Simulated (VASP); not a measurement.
# HC4 in VASP: single point with PBEsol

Aim: the single point of HC4 with PBEsol.

Everything below comes from runs of VASP 6.6.1. Logs are shortened: lines on timing, memory, paths and dates and some standing lists are left out, and cuts for length are marked.

### Step 1. The cell of the first run

The cell holds a slab with vacuum, 20 atoms: a = 5.049 Å, b = 5.049 Å, c = 16.676 Å, α = 90.00°, β = 90.00°, γ = 60.00°.

### Step 2. Single point, PBEsol

The input, INCAR:

```
PREC = Accurate
ENCUT = 520
EDIFF = 1E-7
ISMEAR = -1
SIGMA = 0.05
LREAL = Auto
LASPH = True
NELM = 60
ALGO = Normal
ISIF = 2
LWAVE = False
LCHARG = False
GGA = PS
NBANDS = 50
```

The input, KPOINTS:

```
Automatic mesh
0
Gamma
  2 2 1
```

The input, POSCAR:

```
HC4
1.0
    5.0487420000      0.0000000000      0.0000000000
    2.5243710000      4.3723390000      0.0000000000
    0.0000000000      0.0000000000     16.6764260000
H C
4 16
Direct
    0.1666721879      0.1666613682      0.0599648870
    0.6666779319      0.1666613682      0.0599648870
    0.1666715721      0.6666683439      0.0599648870
    0.6666575092      0.6666683439      0.0599648870
    0.1666721879      0.1666613682      0.1259262626
    0.6666779319      0.1666613682      0.1259262626
    0.1666715721      0.6666683439      0.1259262626
    0.6666575092      0.6666683439      0.1259262626
   -0.1666613682      0.3333227364      0.1568261689
    0.3333443758      0.3333227364      0.1568261689
   -0.1666619840      0.8333297121      0.1568261689
    0.3333437600      0.8333297121      0.1568261689
   -0.2106295432      0.3906375969      0.2528719283
    0.2939687531      0.3751538936      0.2537953876
   -0.2226331527      0.9215433661      0.3043757697
    0.2894054366      0.8737886061      0.2706035454
   -0.0443915840      0.0692535506      0.2896903689
    0.4550841697      0.0501104786      0.2863743107
   -0.0882780242      0.6243111525      0.2556602956
    0.4534205664      0.5356172063      0.2676352835
```

Potentials or basis: VASP PAW PBE potentials, release 64 (H, C).

Launch:

```sh
> cat potpaw_PBE.64/H/POTCAR potpaw_PBE.64/C/POTCAR > POTCAR
> mpirun -np 1 vasp_std > vasp.out
```

OUTCAR:

```text
PREC = Accurate
   ENCUT = 520
   EDIFF = 1E-7
   ISMEAR = -1
   LREAL = Auto
   LASPH = True
   NELM = 60
   ISIF = 2
   GGA = PS

 ion  position               nearest neighbor table
   1  0.167  0.167  0.060-   5 1.10
   2  0.667  0.167  0.060-   6 1.10
   3  0.167  0.667  0.060-   7 1.10
   4  0.667  0.667  0.060-   8 1.10
   5  0.167  0.167  0.126-   1 1.10  12 1.55   9 1.55  10 1.55
   6  0.667  0.167  0.126-   2 1.10   9 1.55  11 1.55  10 1.55
   7  0.167  0.667  0.126-   3 1.10  11 1.55  12 1.55  10 1.55
   8  0.667  0.667  0.126-   4 1.10  12 1.55  11 1.55   9 1.55
   9  0.833  0.333  0.157-   6 1.55   5 1.55   8 1.55  13 1.62
  10  0.333  0.333  0.157-   6 1.55   5 1.55   7 1.55  14 1.63
  11  0.833  0.833  0.157-   6 1.55   7 1.55   8 1.55  19 1.89
  12  0.333  0.833  0.157-   8 1.55   5 1.55   7 1.55  16 1.91
  13  0.789  0.391  0.253-  20 1.49  17 1.53  19 1.58   9 1.62
  14  0.294  0.375  0.254-  20 1.42  18 1.52  10 1.63  19 1.70
  15  0.777  0.922  0.304-  17 1.45  18 1.45  19 1.53
  16  0.289  0.874  0.271-  20 1.48  17 1.50  18 1.52  12 1.91
  17  0.956  0.069  0.290-  15 1.45  16 1.50  13 1.53
  18  0.455  0.050  0.286-  15 1.45  16 1.52  14 1.52
  19  0.912  0.624  0.256-  15 1.53  13 1.58  14 1.70  11 1.89
  20  0.453  0.536  0.268-  14 1.42  16 1.48  13 1.49

  LATTYP: Found a hexagonal cell.
 ALAT       =     5.0487421480
 C/A-ratio  =     3.3030853055

  Lattice vectors:

 A1 = (  -2.5243710000,  -4.3723390000,   0.0000000000)
 A2 = (   5.0487420000,   0.0000000000,   0.0000000000)
 A3 = (   0.0000000000,   0.0000000000,  16.6764260000)

Analysis of symmetry for initial positions (statically):
=====================================================================
 Subroutine PRICEL returns:
 Original cell was already a primitive cell.

 Routine SETGRP: Setting up the symmetry group for a
 hexagonal supercell.

 Subroutine GETGRP returns: Found  1 space group operations
 (whereof  1 operations were pure point group operations)
 out of a pool of 24 trial point group operations.

The static configuration has the point symmetry C_1 .

Analysis of symmetry for dynamics (positions and initial velocities):
=====================================================================
 Subroutine PRICEL returns:
 Original cell was already a primitive cell.

 Routine SETGRP: Setting up the symmetry group for a
 hexagonal supercell.

 Subroutine GETGRP returns: Found  1 space group operations
 (whereof  1 operations were pure point group operations)
 out of a pool of 24 trial point group operations.

The dynamic configuration has the point symmetry C_1 .

 Subroutine INISYM returns: Found  1 space group operations
 (whereof  1 operations are pure point group operations),
 and found     1 'primitive' translations

----------------------------------------------------------------------------------------

                                     Primitive cell

  volume of cell :     368.1290

  direct lattice vectors                    reciprocal lattice vectors
     5.048742000  0.000000000  0.000000000     0.198069143 -0.114355268  0.000000000
     2.524371000  4.372339000  0.000000000     0.000000000  0.228710537  0.000000000
     0.000000000  0.000000000 16.676426000     0.000000000  0.000000000  0.059964887

  length of vectors
     5.048742000  5.048742148 16.676426000     0.228710544  0.228710537  0.059964887

  position of ions in fractional coordinates (direct lattice)
     0.166672188  0.166661368  0.059964887
     0.666677932  0.166661368  0.059964887
     0.166671572  0.666668344  0.059964887
     0.666657509  0.666668344  0.059964887
     0.166672188  0.166661368  0.125926263
     0.666677932  0.166661368  0.125926263
[... 12 lines left out ...]
     0.911721976  0.624311152  0.255660296
     0.453420566  0.535617206  0.267635283

  ion indices of the primitive-cell ions
   primitive index   ion index
                 1           1
                 2           2
                 3           3
                 4           4
                 5           5
                 6           6
[... 12 lines left out ...]
                19          19
                20          20

----------------------------------------------------------------------------------------

 KPOINTS: Automatic mesh

Automatic generation of k-mesh.
 Grid dimensions read from file:
 generate k-points for:    2    2    1

 Generating k-lattice:

  Cartesian coordinates                     Fractional coordinates (reciprocal lattice)
     0.099034571 -0.057177634  0.000000000     0.500000000  0.000000000  0.000000000
     0.000000000  0.114355268  0.000000000     0.000000000  0.500000000  0.000000000
     0.000000000  0.000000000  0.059964887     0.000000000  0.000000000  1.000000000

  Length of vectors
     0.114355272  0.114355268  0.059964887

  Shift w.r.t. Gamma in fractional coordinates (k-lattice)
     0.000000000  0.000000000  0.000000000

 Subroutine IBZKPT returns following result:
 ===========================================

 Found      4 irreducible k-points:

 Following reciprocal coordinates:
            Coordinates               Weight
  0.000000  0.000000  0.000000      1.000000
  0.500000  0.000000  0.000000      1.000000
  0.500000  0.500000  0.000000      1.000000
  0.000000  0.500000  0.000000      1.000000
   k-points           NKPTS =      4   k-points in BZ     NKDIM =      4   number of bands    NBANDS=     50
   number of dos      NEDOS =    301   number of ions     NIONS =     20
   total plane-waves  NPLWV = 201600
   dimension x,y,z NGX =    40 NGY =   40 NGZ =  126
   dimension x,y,z NGXF=    80 NGYF=   80 NGZF=  252
   ions per type =               4  16
   NGX,Y,Z   is equivalent  to a cutoff of  13.17, 13.17, 12.56 a.u.
   NGXF,Y,Z  is equivalent  to a cutoff of  26.34, 26.34, 25.12 a.u.
 SYSTEM =  unknown system
   PREC   = accura    normal or accurate (medium, high low for compatibility)
   ISTART =      0    job   : 0-new  1-cont  2-samecut
   ICHARG =      2    charge: 1-file 2-atom 10-const
   ISPIN  =      1    spin polarized calculation?
   LNONCOLLINEAR =      F non collinear calculations
   LSORBIT =      F    spin-orbit coupling
   LASPH  =      T    aspherical Exc in radial PAW
   ENCUT  =  520.0 eV  38.22 Ry    6.18 a.u.   9.39  9.39 31.01*2*pi/ulx,y,z
   NELM   =     60;   NELMIN=  2; NELMDL= -5     # of ELM steps
   EDIFF  = 0.1E-06   stopping-criterion for ELM
   LREAL  =      T    real-space projection
   EDIFFG = 0.1E-05   stopping-criterion for IOM
   NSW    =      0    number of steps for IOM
   IBRION =     -1    ionic relax: 0-MD 1-quasi-New 2-CG
   NFREE  =      0    steps in history (QN), initial steepest desc. (CG)
   ISIF   =      2    stress and relaxation
   ISYM   =      2    0-nonsym 1-usesym 2-fastsym
   POTIM  = 0.5000    time-step for ionic-motion
   TEBEG  =    0.0;   TEEND  =   0.0 temperature during run
   PSTRESS=    0.0 pullay stress
   NELECT =      68.0000    total number of electrons
   NUPDOWN=      -1.0000    fix difference up-down
   EMIN   =  10.00;   EMAX   =-10.00  energy-range for DOS
   EFERMI =   0.00;   METHOD = LEGACY
   ISMEAR =    -1;   SIGMA  =   0.05  broadening in eV -4-tet -1-fermi 0-gaus
   EFERMI_NEDOS =   21; number of points for ismear=-14 and -15
   IALGO  =     38    algorithm
   IMIX   =      4    mixing-type and parameters
     AMIX     =   0.40;   BMIX     =  1.00
     AMIX_MAG =   1.60;   BMIX_MAG =  1.00
  volume/ion in A,a.u.               =      18.41       124.21
  Fermi-wavevector in a.u.,A,eV,Ry     =   0.932347  1.761881 11.827161  0.869272
  Thomas-Fermi vector in A             =   2.058936
   LORBIT       =      0    0 simple, 1 ext, 2 COOP (PROOUT), +10 PAW based schemes
   GGA     = PS    functional components
   LHFCALC =     F    Hartree Fock is set to
   AEXX    =    0.0000 exact exchange contribution
   IVDW    =     0    specifies the selected vdW correction
   LEPSILON=     F    determine dielectric tensor
   LRPA    =     F    only Hartree local field effects (RPA)
 non-spin polarized calculation
  energy-cutoff  :      520.00
  volume of cell :      368.13
 maximum number of plane-waves:      9915
 NGX is ok and might be reduce to    40
   NGX = 19   NGY = 19   NGZ = 63

 number of electron      68.0000001 magnetization

 Free energy of the ion-electron system (eV)
  ---------------------------------------------------
  ext. energy  EPLUGINS =         0.00000000
  ---------------------------------------------------
  free energy    TOTEN  =      -158.97511589 eV

  energy without entropy =     -158.97292837  energy(sigma->0) =     -158.97402213

 E-fermi :   0.1787     XC(G=0):  -4.7861

 val. band max:       -0.0741260147   @ k =   0.0000   0.0000   0.0000
 cond. band min:       0.4658011820   @ k =   0.0000   0.5000   0.0000
 fundamental gap:      0.5399271967
 Fermi energy:         0.1786813825

 k-point     1 :       0.0000    0.0000    0.0000
  band No.  band energies     occupation
      1     -20.7942      2.00000
      2     -18.4338      2.00000
      3     -15.9381      2.00000
      4     -15.4318      2.00000
      5     -15.2951      2.00000
      6     -14.9649      2.00000
[... 38 lines left out ...]
     45       5.1366      0.00000
     46       5.6781      0.00000

 k-point     2 :       0.5000    0.0000    0.0000
  band No.  band energies     occupation
      1     -19.4701      2.00000
      2     -19.1569      2.00000
      3     -17.1855      2.00000
      4     -16.8616      2.00000
      5     -16.4081      2.00000
      6     -16.2844      2.00000
[... 38 lines left out ...]
     45       5.7028      0.00000
     46       5.8789      0.00000

 k-point     3 :       0.5000    0.5000    0.0000
  band No.  band energies     occupation
      1     -19.4244      2.00000
      2     -19.2039      2.00000
      3     -17.1720      2.00000
      4     -16.8953      2.00000
      5     -16.4272      2.00000
      6     -16.2848      2.00000
[... 38 lines left out ...]
     45       5.7147      0.00000
     46       5.8094      0.00000

 k-point     4 :       0.0000    0.5000    0.0000
  band No.  band energies     occupation
      1     -19.6239      2.00000
      2     -18.9320      2.00000
      3     -17.2441      2.00000
      4     -16.9157      2.00000
      5     -16.5703      2.00000
      6     -16.1185      2.00000
[... 38 lines left out ...]
     45       5.8090      0.00000
     46       5.9349      0.00000
 [bands above 46 left out]

------------------------ aborting loop because EDIFF is reached ----------------------------------------

  FORCE on cell =-STRESS in cart. coord.  units (eV):
  Direction    XX          YY          ZZ          XY          YZ          ZX
  --------------------------------------------------------------------------------------
  -------------------------------------------------------------------------------------
  Total      -10.4681158    -15.2138938     -6.0253660      0.4498560      6.2525982      3.9565721
  in kB      -45.5595174    -66.2141758    -26.2237037      1.9578711     27.2126678     17.2198627
  external PRESSURE =     -45.9991323 kB  Pullay stress =       0.0000000 kB

 VOLUME and BASIS-vectors are now :
 -----------------------------------------------------------------------------
  energy-cutoff  :      520.00
  volume of cell :      368.13
      direct lattice vectors                 reciprocal lattice vectors
     5.048742000  0.000000000  0.000000000     0.198069143 -0.114355268  0.000000000
     2.524371000  4.372339000  0.000000000     0.000000000  0.228710537  0.000000000
     0.000000000  0.000000000 16.676426000     0.000000000  0.000000000  0.059964887

 POSITION                                       TOTAL-FORCE (eV/Angst)
 -----------------------------------------------------------------------------------
      1.26220      0.72870      1.00000        -0.056915     -0.067120     -0.542053
      3.78660      0.72870      1.00000        -0.055561     -0.251473     -0.377264
      2.52440      2.91490      1.00000         0.166423      0.028108     -0.485678
      5.04870      2.91490      1.00000        -0.291886      0.070321     -0.543708
      1.26220      0.72870      2.10000        -0.009762      0.125913      2.658258
      3.78660      0.72870      2.10000         0.017821      0.035556      3.673585
[... 12 lines left out ...]
      6.17904      2.72970      4.26350         1.898381     -0.804104      0.149494
      3.64130      2.34190      4.46320         2.237476      2.634328      0.774342
 -----------------------------------------------------------------------------------
    total drift:                                0.007147     -0.015200     -0.062473

  FREE ENERGIE OF THE ION-ELECTRON SYSTEM (eV)
  ---------------------------------------------------
  free  energy   TOTEN  =      -158.9751158944 eV

  energy  without entropy=     -158.9729283660  energy(sigma->0) =     -158.97402213
```

Run time: 2.7 min. Hardware: 1 thread of Intel Xeon 6975P-C (Granite Rapids), shared host; peak memory 0.46 GiB.

What came out:

```yaml
Free_energy: -158.9751 eV
Largest_force: 4.478 eV/Å
Band_gap_on_the_k_mesh: 0.54 eV (least direct gap 0.56 eV)
```

Forces on the atoms (eV/Å):
```
H   -0.057 -0.067 -0.542
H   -0.056 -0.251 -0.377
H    0.166  0.028 -0.486
H   -0.292  0.070 -0.544
C   -0.010  0.126  2.658
C    0.018  0.036  3.674
C   -0.152  0.141  1.607
C    0.109  0.144  1.364
C   -0.499  0.663 -1.356
C   -0.587  0.462 -1.440
C   -0.393 -4.374 -0.876
C   -0.486 -0.218 -1.605
C    0.031  0.154 -0.695
C   -1.585  0.479 -1.289
C   -0.864 -0.011 -2.055
C    0.676  0.424 -0.692
C   -0.099 -0.443  0.470
C   -0.058  0.808  1.259
C    1.898 -0.804  0.149
C    2.237  2.634  0.774
```

Caveat: the k points lie up to 0.72 Å⁻¹ apart; the atoms stand as in a frame of molecular dynamics; there is no dipole correction, which matters where the two faces differ; the PAW data sets were made with another functional, which shifts forces and pressure a little.
